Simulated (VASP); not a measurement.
Set up this calculation in VASP 6.6.1, as the native input.

- Task: single point
- Functional: PBEsol
- Potentials or basis: VASP PAW PBE potentials, release 64 (Os)
- Cutoff: 600 eV
- k mesh: 10 × 10 × 10
- Occupations: methfessel-paxton, width 0.05 eV
- Spin: no spin polarisation
- Dipole correction: no
- Further INCAR settings: ALGO = Normal; EDIFF = 1e-06; NBANDS = 10

The structure of Os lies in POSCAR:

```
Os
1.0
    0.0000000000      1.8838913917      1.8838913917
    1.8838913917      0.0000000000      1.8838913917
    1.8838913917      1.8838913917      0.0000000000
Os
1
Direct
    0.0000000000      0.0000000000      0.0000000000
```

This isn't the form of Os at room conditions, which is hcp.

The input as run:

INCAR

```
SYSTEM = Os
PREC = Accurate
ENCUT = 600
EDIFF = 1E-6
ISMEAR = 1
SIGMA = 0.05
LREAL = .False.
LASPH = .True.
NELM = 120
ALGO = Normal
ISIF = 2
LWAVE = .False.
LCHARG = .True.
GGA = PS
LELF = .True.
LVHAR = .True.
NBANDS = 10
GGA_COMPAT = .False.
```

KPOINTS

```
regular mesh
0
Gamma
  10 10 10
  0 0 0
```

Potentials or basis: VASP PAW PBE potentials, release 64 (Os).

Launch:

```bash
$ cat potpaw_PBE.64/Os/POTCAR > POTCAR
$ mpirun -np 1 vasp_std > vasp.out
```

Results of the run:

The pressure is 21.4 GPa and the band gap on the k mesh is zero (bands 4 and 5 overlap by 4.32 eV).

Caveat: the cell stands under pressure; the PAW data sets were made with another functional, which shifts forces and pressure a little; spin-orbit coupling is left out, which moves the levels of the heavy elements.

It took 5.2 s on 1 thread of AMD EPYC 9R45 96-Core Processor (Zen 5) (shared host), peak memory 0.11 GiB.
